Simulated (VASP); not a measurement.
# B2P3 (Pm-3m) in VASP: a series of runs, part 3 of 4

VASP 6.6.1. Earlier steps stand in the parts before.

## Step 4: Relaxation of cell and atoms, PBE

This run uses another cell than the first one, of 15.16 Å³/atom, 1.186 times its volume.

INCAR

```
PREC = Accurate ; ENCUT = 600
EDIFF = 1E-6 ; ISMEAR = 0
SIGMA = 0.1 ; LREAL = False
LASPH = True ; NELM = 60
ALGO = Normal ; ISIF = 3
LWAVE = False ; LCHARG = False
GGA = PE ; IBRION = 2
NSW = 90 ; EDIFFG = -0.04
```

KPOINTS

```
regular mesh
0
Gamma
  4 4 4
```

POSCAR

```
B2P3
1.0
    4.2322495900      0.0000000000      0.0000000000
    0.0000000000      4.2322495900      0.0000000000
    0.0000000000      0.0000000000      4.2322495900
B P
2 3
Direct
    0.5000000000      0.5000000000      0.5000000000
    0.0000000000      0.0000000000      0.0000000000
    0.5000000000      0.0000000000      0.0000000000
    0.0000000000      0.5000000000      0.0000000000
    0.0000000000      0.0000000000      0.5000000000
```

Potentials or basis: VASP PAW PBE potentials, release 64 (B, P).

Started as:

```console
cat potpaw_PBE.64/B/POTCAR potpaw_PBE.64/P/POTCAR > POTCAR
mpirun -np 1 vasp_std > vasp.out
```

OUTCAR:

```text
PREC = Accurate
   ENCUT = 600
   EDIFF = 1E-6
   ISMEAR = 0
   LREAL = False
   LASPH = True
   NELM = 60
   ISIF = 3
   GGA = PE
   IBRION = 2
   NSW = 90
   EDIFFG = -0.04

 ion  position               nearest neighbor table
   1  0.500  0.500  0.500-
   2  0.000  0.000  0.000-   3 2.12   4 2.12   5 2.12   5 2.12   4 2.12   3 2.12
   3  0.500  0.000  0.000-   2 2.12   2 2.12
   4  0.000  0.500  0.000-   2 2.12   2 2.12
   5  0.000  0.000  0.500-   2 2.12   2 2.12

  LATTYP: Found a simple cubic cell.
 ALAT       =     4.2322495900

  Lattice vectors:

 A1 = (   4.2322495900,   0.0000000000,   0.0000000000)
 A2 = (   0.0000000000,   4.2322495900,   0.0000000000)
 A3 = (   0.0000000000,   0.0000000000,   4.2322495900)

Analysis of symmetry for initial positions (statically):
=====================================================================
 Subroutine PRICEL returns:
 Original cell was already a primitive cell.

 Routine SETGRP: Setting up the symmetry group for a
 simple cubic supercell.

 Subroutine GETGRP returns: Found 48 space group operations
 (whereof 48 operations were pure point group operations)
 out of a pool of 48 trial point group operations.

The static configuration has the point symmetry O_h .

Analysis of symmetry for dynamics (positions and initial velocities):
=====================================================================
 Subroutine PRICEL returns:
 Original cell was already a primitive cell.

 Routine SETGRP: Setting up the symmetry group for a
 simple cubic supercell.

 Subroutine GETGRP returns: Found 48 space group operations
 (whereof 48 operations were pure point group operations)
 out of a pool of 48 trial point group operations.

The dynamic configuration has the point symmetry O_h .

 Subroutine INISYM returns: Found 48 space group operations
 (whereof 48 operations are pure point group operations),
 and found     1 'primitive' translations

----------------------------------------------------------------------------------------

                                     Primitive cell

  volume of cell :      75.8078

  direct lattice vectors                    reciprocal lattice vectors
     4.232249590  0.000000000  0.000000000     0.236280961  0.000000000  0.000000000
     0.000000000  4.232249590  0.000000000     0.000000000  0.236280961  0.000000000
     0.000000000  0.000000000  4.232249590     0.000000000  0.000000000  0.236280961

  length of vectors
     4.232249590  4.232249590  4.232249590     0.236280961  0.236280961  0.236280961

  position of ions in fractional coordinates (direct lattice)
     0.500000000  0.500000000  0.500000000
     0.000000000  0.000000000  0.000000000
     0.500000000  0.000000000  0.000000000
     0.000000000  0.500000000  0.000000000
     0.000000000  0.000000000  0.500000000

  ion indices of the primitive-cell ions
   primitive index   ion index
                 1           1
                 2           2
                 3           3
                 4           4
                 5           5

----------------------------------------------------------------------------------------

 KPOINTS: regular mesh

Automatic generation of k-mesh.
 Grid dimensions read from file:
 generate k-points for:    4    4    4

 Generating k-lattice:

  Cartesian coordinates                     Fractional coordinates (reciprocal lattice)
     0.059070240  0.000000000  0.000000000     0.250000000  0.000000000  0.000000000
     0.000000000  0.059070240  0.000000000     0.000000000  0.250000000  0.000000000
     0.000000000  0.000000000  0.059070240     0.000000000  0.000000000  0.250000000

  Length of vectors
     0.059070240  0.059070240  0.059070240

  Shift w.r.t. Gamma in fractional coordinates (k-lattice)
     0.000000000  0.000000000  0.000000000

 Subroutine IBZKPT returns following result:
 ===========================================

 Found     10 irreducible k-points:

 Following reciprocal coordinates:
            Coordinates               Weight
  0.000000  0.000000  0.000000      1.000000
  0.250000  0.000000  0.000000      6.000000
  0.500000  0.000000  0.000000      3.000000
  0.250000  0.250000  0.000000     12.000000
  0.500000  0.250000  0.000000     12.000000
  0.500000  0.500000  0.000000      3.000000
  0.250000  0.250000  0.250000      8.000000
  0.500000  0.250000  0.250000     12.000000
  0.500000  0.500000  0.250000      6.000000
  0.500000  0.500000  0.500000      1.000000
   k-points           NKPTS =     10   k-points in BZ     NKDIM =     10   number of bands    NBANDS=     14
   number of dos      NEDOS =    301   number of ions     NIONS =      5
   total plane-waves  NPLWV =  46656
   dimension x,y,z NGX =    36 NGY =   36 NGZ =   36
   dimension x,y,z NGXF=    72 NGYF=   72 NGZF=   72
   ions per type =               2   3
   NGX,Y,Z   is equivalent  to a cutoff of  14.14, 14.14, 14.14 a.u.
   NGXF,Y,Z  is equivalent  to a cutoff of  28.28, 28.28, 28.28 a.u.
 SYSTEM =  unknown system
   PREC   = accura    normal or accurate (medium, high low for compatibility)
   ISTART =      0    job   : 0-new  1-cont  2-samecut
   ICHARG =      2    charge: 1-file 2-atom 10-const
   ISPIN  =      1    spin polarized calculation?
   LNONCOLLINEAR =      F non collinear calculations
   LSORBIT =      F    spin-orbit coupling
   LASPH  =      T    aspherical Exc in radial PAW
   ENCUT  =  600.0 eV  44.10 Ry    6.64 a.u.   8.45  8.45  8.45*2*pi/ulx,y,z
   NELM   =     60;   NELMIN=  2; NELMDL= -5     # of ELM steps
   EDIFF  = 0.1E-05   stopping-criterion for ELM
   LREAL  =      F    real-space projection
   EDIFFG = -.4E-01   stopping-criterion for IOM
   NSW    =     90    number of steps for IOM
   IBRION =      2    ionic relax: 0-MD 1-quasi-New 2-CG
   NFREE  =      1    steps in history (QN), initial steepest desc. (CG)
   ISIF   =      3    stress and relaxation
   ISYM   =      2    0-nonsym 1-usesym 2-fastsym
   POTIM  = 0.5000    time-step for ionic-motion
   TEBEG  =    0.0;   TEEND  =   0.0 temperature during run
   PSTRESS=    0.0 pullay stress
   NELECT =      21.0000    total number of electrons
   NUPDOWN=      -1.0000    fix difference up-down
   EMIN   =  10.00;   EMAX   =-10.00  energy-range for DOS
   EFERMI =   0.00;   METHOD = LEGACY
   ISMEAR =     0;   SIGMA  =   0.10  broadening in eV -4-tet -1-fermi 0-gaus
   EFERMI_NEDOS =   21; number of points for ismear=-14 and -15
   IALGO  =     38    algorithm
   IMIX   =      4    mixing-type and parameters
     AMIX     =   0.40;   BMIX     =  1.00
     AMIX_MAG =   1.60;   BMIX_MAG =  1.00
  volume/ion in A,a.u.               =      15.16       102.32
  Fermi-wavevector in a.u.,A,eV,Ry     =   1.067194  2.016704 15.495713  1.138903
  Thomas-Fermi vector in A             =   2.202802
   LORBIT       =      0    0 simple, 1 ext, 2 COOP (PROOUT), +10 PAW based schemes
   GGA     = PE    functional components
   LHFCALC =     F    Hartree Fock is set to
   AEXX    =    0.0000 exact exchange contribution
   IVDW    =     0    specifies the selected vdW correction
   LEPSILON=     F    determine dielectric tensor
   LRPA    =     F    only Hartree local field effects (RPA)
 conjugate gradient relaxation of ions
 non-spin polarized calculation
 Gauss-broadening in eV      SIGMA  =   0.10
  energy-cutoff  :      600.00
  volume of cell :       75.81
 maximum number of plane-waves:      2560
 NGX is ok and might be reduce to    36
   NGX = 17   NGY = 17   NGZ = 17

--------------------------------------- Ionic step        1  -------------------------------------------

 number of electron      20.9999996 magnetization

 Free energy of the ion-electron system (eV)
  ---------------------------------------------------
  ext. energy  EPLUGINS =         0.00000000
  ---------------------------------------------------
  free energy    TOTEN  =       -22.31388356 eV

  energy without entropy =      -22.29970380  energy(sigma->0) =      -22.30679368

------------------------ aborting loop because EDIFF is reached ----------------------------------------

  FORCE on cell =-STRESS in cart. coord.  units (eV):
  Direction    XX          YY          ZZ          XY          YZ          ZX
  --------------------------------------------------------------------------------------
  -------------------------------------------------------------------------------------
  Total       -6.0420447     -6.0420447     -6.0420447      0.0000000      0.0000000      0.0000000
  in kB     -127.6970024   -127.6970024   -127.6970024      0.0000000      0.0000000      0.0000000
  external PRESSURE =    -127.6970024 kB  Pullay stress =       0.0000000 kB
[... 63 lines left out ...]
  energy  without entropy=      -22.8502766852  energy(sigma->0) =      -22.85850481

--------------------------------------- Ionic step        3  -------------------------------------------

 number of electron      20.9999998 magnetization

 Free energy of the ion-electron system (eV)
  ---------------------------------------------------
  ext. energy  EPLUGINS =         0.00000000
  ---------------------------------------------------
  free energy    TOTEN  =       -22.86752589 eV

  energy without entropy =      -22.85078556  energy(sigma->0) =      -22.85915573

 E-fermi :   7.3231     XC(G=0): -11.1357

 val. band max:        7.2692335859   @ k =   0.2500   0.2500   0.0000
 cond. band min:       7.5137433859   @ k =   0.2500   0.2500   0.2500
 fundamental gap:      0.2445098000
 Fermi energy:         7.3230730951

 k-point     1 :       0.0000    0.0000    0.0000
  band No.  band energies     occupation
      1      -8.3707      2.00000
      2      -0.2946      2.00000
      3      -0.2946      2.00000
      4       0.1118      2.00000
      5       0.1118      2.00000
      6       0.1118      2.00000
      7       1.8492      2.00000
      8       7.2311      1.80658
      9       7.2311      1.80658
     10       7.2311      1.80658
     11       8.5608      0.00000
     12       8.5608      0.00000
     13       8.5608      0.00000
     14       9.1452      0.00000
[... 183 lines left out ...]
  FREE ENERGIE OF THE ION-ELECTRON SYSTEM (eV)
  ---------------------------------------------------
  free  energy   TOTEN  =       -22.8675258925 eV

  energy  without entropy=      -22.8507855602  energy(sigma->0) =      -22.85915573

 reached required accuracy - stopping structural energy minimisation
```

CONTCAR:

```text
B2P3
   1.00000000000000
     3.9935743104128623    0.0000000000000000    0.0000000000000000
     0.0000000000000000    3.9935743104128623    0.0000000000000000
    -0.0000000000000000    0.0000000000000000    3.9935743104128623
  B               P
     2     3
Direct
     0.5000000000000000    0.5000000000000000    0.5000000000000000
     0.0000000000000000    0.0000000000000000    0.0000000000000000
     0.5000000000000000    0.0000000000000000    0.0000000000000000
     0.0000000000000000    0.5000000000000000    0.0000000000000000
     0.0000000000000000    0.0000000000000000    0.5000000000000000

  0.00000000E+00  0.00000000E+00  0.00000000E+00
  0.00000000E+00  0.00000000E+00  0.00000000E+00
  0.00000000E+00  0.00000000E+00  0.00000000E+00
  0.00000000E+00  0.00000000E+00  0.00000000E+00
  0.00000000E+00  0.00000000E+00  0.00000000E+00
```

Run time: 46 s. Hardware: 1 thread of AMD EPYC 7R43 (Zen 3), shared host; peak memory 0.16 GiB.

What came out:

| Property | Result |
| --- | --- |
| Free energy | -22.8675 eV |
| Relaxed volume | 12.74 Å³/atom |
| Relaxed cell | a = 3.994 Å, b = 3.994 Å, c = 3.994 Å, α = 90.00°, β = 90.00°, γ = 90.00° |
| Space group after relaxing (to 0.05 Å) | Pm-3m (No. 221) |
| Energy gained by relaxing | 110.7 meV/atom |
| Ionic steps | 3 |
| Pressure after relaxing | 0.0 GPa |

The path:
| step | energy change (eV) | largest force (eV/Å) | pressure (GPa) | volume (Å³) |
| --- | --- | --- | --- | --- |
| 1 | 0.0000 | 0.0000 | -12.77 | 75.81 |
| 2 | -0.5528 | 0.0000 | 0.65 | 63.31 |
| 3 | -0.5536 | 0.0000 | 0.02 | 63.69 |

Final structure:
```
B P
1.0
     3.99357    0.00000    0.00000
     0.00000    3.99357    0.00000
     0.00000    0.00000    3.99357
B P
2 3
Direct
  0.50000 0.50000 0.50000
  0.00000 0.00000 0.00000
  0.50000 0.00000 0.00000
  0.00000 0.50000 0.00000
  0.00000 0.00000 0.50000
```

Caveat: the k points lie up to 0.39 Å⁻¹ apart in the final cell; the volume moved by over 15 % at a fixed basis, so the end points are rough.

## Step 5: Single point, PBE

This run uses another cell than the first one, of 12.86 Å³/atom, 1.006 times its volume.

INCAR

```
  PREC = Accurate
  ENCUT = 520
  EDIFF = 1E-7
  ISMEAR = 0
  SIGMA = 0.1
  LREAL = F
  LASPH = T
  NELM = 80
  ALGO = Normal
  ISIF = 2
  LWAVE = F
  LCHARG = T
  GGA = PE
  LELF = T
  LVHAR = T
  NBANDS = 18
```

KPOINTS

```
Automatic mesh
0
Gamma
  10 10 10
```

POSCAR: that of step 4 with these lines changed.

```diff
@@ -2,5 +2,5 @@
 1.0
-    4.2322495900      0.0000000000      0.0000000000
-    0.0000000000      4.2322495900      0.0000000000
-    0.0000000000      0.0000000000      4.2322495900
+    4.0066675356      0.0000000000      0.0000000000
+    0.0000000000      4.0066675356      0.0000000000
+    0.0000000000      0.0000000000      4.0066675356
 B P
```

Potentials or basis: VASP PAW PBE potentials, release 64 (B, P).

Started as:

```console
cat potpaw_PBE.64/B/POTCAR potpaw_PBE.64/P/POTCAR > POTCAR
mpirun -np 1 vasp_std > vasp.out
```

OUTCAR:

```text
PREC = Accurate
   ENCUT = 520
   EDIFF = 1E-7
   ISMEAR = 0
   LREAL = F
   LASPH = T
   NELM = 80
   ISIF = 2
   GGA = PE

 ion  position               nearest neighbor table
   1  0.500  0.500  0.500-
   2  0.000  0.000  0.000-   3 2.00   4 2.00   5 2.00   5 2.00   4 2.00   3 2.00
   3  0.500  0.000  0.000-   2 2.00   2 2.00   5 2.83   5 2.83   4 2.83   4 2.83   4 2.83   5 2.83
                             5 2.83   4 2.83
   4  0.000  0.500  0.000-   2 2.00   2 2.00   5 2.83   5 2.83   3 2.83   3 2.83   5 2.83   5 2.83
                             3 2.83   3 2.83
   5  0.000  0.000  0.500-   2 2.00   2 2.00   4 2.83   3 2.83   3 2.83   4 2.83   4 2.83   4 2.83
                             3 2.83   3 2.83

  LATTYP: Found a simple cubic cell.
 ALAT       =     4.0066675356

  Lattice vectors:

 A1 = (   4.0066675356,   0.0000000000,   0.0000000000)
 A2 = (   0.0000000000,   4.0066675356,   0.0000000000)
 A3 = (   0.0000000000,   0.0000000000,   4.0066675356)

Analysis of symmetry for initial positions (statically):
=====================================================================
 Subroutine PRICEL returns:
 Original cell was already a primitive cell.

 Routine SETGRP: Setting up the symmetry group for a
 simple cubic supercell.

 Subroutine GETGRP returns: Found 48 space group operations
 (whereof 48 operations were pure point group operations)
 out of a pool of 48 trial point group operations.

The static configuration has the point symmetry O_h .

Analysis of symmetry for dynamics (positions and initial velocities):
=====================================================================
 Subroutine PRICEL returns:
 Original cell was already a primitive cell.

 Routine SETGRP: Setting up the symmetry group for a
 simple cubic supercell.

 Subroutine GETGRP returns: Found 48 space group operations
 (whereof 48 operations were pure point group operations)
[... 124 lines left out ...]
   EFERMI_NEDOS =   21; number of points for ismear=-14 and -15
   IALGO  =     38    algorithm
   IMIX   =      4    mixing-type and parameters
     AMIX     =   0.40;   BMIX     =  1.00
     AMIX_MAG =   1.60;   BMIX_MAG =  1.00
  volume/ion in A,a.u.               =      12.86        86.81
  Fermi-wavevector in a.u.,A,eV,Ry     =   1.127279  2.130248 17.289701  1.270757
  Thomas-Fermi vector in A             =   2.263964
   LORBIT       =      0    0 simple, 1 ext, 2 COOP (PROOUT), +10 PAW based schemes
   GGA     = PE    functional components
   LHFCALC =     F    Hartree Fock is set to
   AEXX    =    0.0000 exact exchange contribution
   IVDW    =     0    specifies the selected vdW correction
   LEPSILON=     F    determine dielectric tensor
   LRPA    =     F    only Hartree local field effects (RPA)
 non-spin polarized calculation
 Gauss-broadening in eV      SIGMA  =   0.10
  energy-cutoff  :      520.00
  volume of cell :       64.32
 maximum number of plane-waves:      1763
 NGX is ok and might be reduce to    30
   NGX = 15   NGY = 15   NGZ = 15

 number of electron      20.9999992 magnetization

 Free energy of the ion-electron system (eV)
  ---------------------------------------------------
  ext. energy  EPLUGINS =         0.00000000
  ---------------------------------------------------
  free energy    TOTEN  =       -22.28896115 eV

  energy without entropy =      -22.27980212  energy(sigma->0) =      -22.28438164

 E-fermi :   7.7444     XC(G=0): -11.0949

 val. band max:        7.7200501691   @ k =   0.1000   0.1000   0.0000
 cond. band min:       7.7798251159   @ k =   0.2000   0.1000   0.0000
 fundamental gap:      0.0597749468
 Fermi energy:         7.7444060883

 k-point     1 :       0.0000    0.0000    0.0000
  band No.  band energies     occupation
      1      -8.4778      2.00000
      2      -0.4794      2.00000
      3      -0.4794      2.00000
      4      -0.0353      2.00000
      5      -0.0353      2.00000
      6      -0.0353      2.00000
[... 481 lines left out ...]
      5       1.8330      2.00000
      6       2.4354      2.00000
[... 10 lines left out ...]
     17      12.5454      0.00000
     18      14.0162      0.00000

 [... further k-points ...]
[... 5 lines left out ...]
  --------------------------------------------------------------------------------------
  -------------------------------------------------------------------------------------
  Total       -0.0606520     -0.0606520     -0.0606520      0.0000000     -0.0000000      0.0000000
  in kB       -1.5107956     -1.5107956     -1.5107956      0.0000000     -0.0000000      0.0000000
  external PRESSURE =      -1.5107956 kB  Pullay stress =       0.0000000 kB

 VOLUME and BASIS-vectors are now :
 -----------------------------------------------------------------------------
  energy-cutoff  :      520.00
  volume of cell :       64.32
      direct lattice vectors                 reciprocal lattice vectors
     4.006667536  0.000000000  0.000000000     0.249583972  0.000000000  0.000000000
     0.000000000  4.006667536  0.000000000     0.000000000  0.249583972  0.000000000
     0.000000000  0.000000000  4.006667536     0.000000000  0.000000000  0.249583972

 POSITION                                       TOTAL-FORCE (eV/Angst)
 -----------------------------------------------------------------------------------
      2.00333      2.00333      2.00333         0.000000      0.000000      0.000000
      0.00000      0.00000      0.00000         0.000000      0.000000      0.000000
      2.00333      0.00000      0.00000         0.000000      0.000000      0.000000
      0.00000      2.00333      0.00000         0.000000      0.000000      0.000000
      0.00000      0.00000      2.00333         0.000000      0.000000      0.000000
 -----------------------------------------------------------------------------------
    total drift:                               -0.000000     -0.000000      0.000000

  FREE ENERGIE OF THE ION-ELECTRON SYSTEM (eV)
  ---------------------------------------------------
  free  energy   TOTEN  =       -22.2889611546 eV

  energy  without entropy=      -22.2798021164  energy(sigma->0) =      -22.28438164
```

stdout:

```text
POSCAR found type information on POSCAR B P
 POSCAR found :  2 types and       5 ions
 scaLAPACK will be used
 LDA part: xc-table for (Slater+PW92), standard interpolation
 POSCAR, INCAR and KPOINTS ok, starting setup
 FFT: planning ... GRIDC
 FFT: planning ... GRID_SOFT
 FFT: planning ... GRID
 WAVECAR not read
 entering main loop
```

Wall time 64 s (1 thread of AMD EPYC 7R43 (Zen 3), shared host); peak memory 0.16 GiB.

Results:

- Free energy: -22.2890 eV
- Pressure: -0.2 GPa

Levels at points of the mesh, in eV from the Fermi level:
```csv
k point,band 7,band 8,band 9,band 10,band 11,band 12,band 13,band 14,band 15,band 16
"(0.00, 0.00, 0.00)",-5.90,-0.58,-0.58,-0.58,0.65,0.65,0.65,1.22,4.67,4.67
"(0.50, 0.00, 0.00)",-4.64,-3.03,-3.03,-1.55,1.00,1.00,1.39,1.72,3.24,3.24
"(0.50, 0.50, 0.00)",-2.10,-2.10,-1.86,-1.86,-0.91,0.19,2.12,2.17,2.17,4.09
"(0.50, 0.50, 0.50)",-6.37,-5.54,2.41,2.41,3.10,3.10,3.10,4.28,4.28,4.28
```

(Continued in part 4 of 4.)
